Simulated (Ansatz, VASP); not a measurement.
Two plane-wave programs on LiH

Contents of POSCAR:

```
LiH
1.0
   -0.0181271033      2.0029948411      2.0029948411
    2.0029948411     -0.0181271033      2.0029948411
    1.9848677378      1.9848677378      0.0000000000
Li H
1 1
Direct
    0.0000000000      0.0000000000      0.0000000000
    0.5000000000      0.5000000000      0.5000000000
```

File INCAR.step1:

```
SYSTEM = LiH
ALGO     = Normal         ! electronic algorithm
EDIFF    = 1E-4           ! SCF threshold, eV
ENCUT    = 520            ! plane-wave cutoff, eV
GGA      = PE             ! functional
ISMEAR   = 0              ! smearing method
LASPH    = .True.         ! aspherical terms in the spheres
LCHARG   = .False.        ! write CHGCAR
LREAL    = .False.        ! projectors in reciprocal space
LWAVE    = .True.         ! write WAVECAR
NBANDS   = 9              ! bands
NELM     = 100            ! most SCF steps
PREC     = Accurate       ! precision mode
SIGMA    = 0.01           ! smearing width, eV
```

INCAR.step2

```
SYSTEM = LiH
ALGO     = Normal         ! electronic algorithm
EDIFF    = 1E-6           ! SCF threshold, eV
ENCUT    = 520            ! plane-wave cutoff, eV
ISIF     = 2              ! what is computed and relaxed
ISMEAR   = 0              ! smearing method
ISTART   = 1            
LASPH    = .True.         ! aspherical terms in the spheres
LCHARG   = .False.        ! write CHGCAR
LMIXTAU  = .True.       
LREAL    = .False.        ! projectors in reciprocal space
LWAVE    = .False.        ! write WAVECAR
METAGGA  = R2SCAN         ! meta-GGA
NBANDS   = 9              ! bands
NELM     = 100            ! most SCF steps
PREC     = Accurate       ! precision mode
SIGMA    = 0.01           ! smearing width, eV
```

File KPOINTS:

```
k-points
0
Gamma
  10 10 10
  0 0 0
```

Input for Ansatz:

```yaml
crystal:
  lattice:
    - [-0.0181271033, 2.0029948411, 2.0029948411]
    - [2.0029948411, -0.0181271033, 2.0029948411]
    - [1.9848677378, 1.9848677378, 0.0]
  atoms:
    - { symbol: Li, position: [0.0, 0.0, 0.0] }
    - { symbol: H, position: [0.5, 0.5, 0.5] }
kpoints:
  mp_grid: { grid: [10, 10, 10] }
  band_path:
    path:
      - [0.0, 0.0, 0.0]
      - [0.5, 0.0, 0.5]
      - [0.625, 0.25, 0.625]
      - [0.375, 0.375, 0.75]
      - [0.5, 0.5, 0.5]
      - [0.5, 0.25, 0.75]
    npoints: 1
hamiltonian:
  xc: r2scan
scf:
  occupations: { method: fixed }
  n_extra_bands: 4
output:
  forces: true
  stress: true
  eigenvalues: true
```

Change from the starting cell: shear_xy strain -1.8%.

Alike in both runs: task single point; functional r2SCAN; k mesh 10 × 10 × 10; no spin polarisation.

|  | VASP | Ansatz |
| --- | --- | --- |
| version | VASP 6.6.1 | Ansatz 0.2.0 |
| potentials or method | VASP PAW PBE potentials, release 64 (Li_sv, H) | plane waves, PAW |
| plane-wave cutoff (eV) | 520 | 500 |
| occupations | gaussian, width 0.01 eV | fixed |
| valence electrons in the cell | 4 | 4 |

VASP gave:

```
gap on the k mesh at the Fermi level (eV) : 3.58
```

Task: Which values does Ansatz return?

Result: gap on the k mesh at the Fermi level (eV): 3.63.

VASP's potentials were made for PBE, not for r2SCAN.

Noted on VASP's run: the cutoff is under 1.25 times that of the potentials, so the pressure is a little rough.
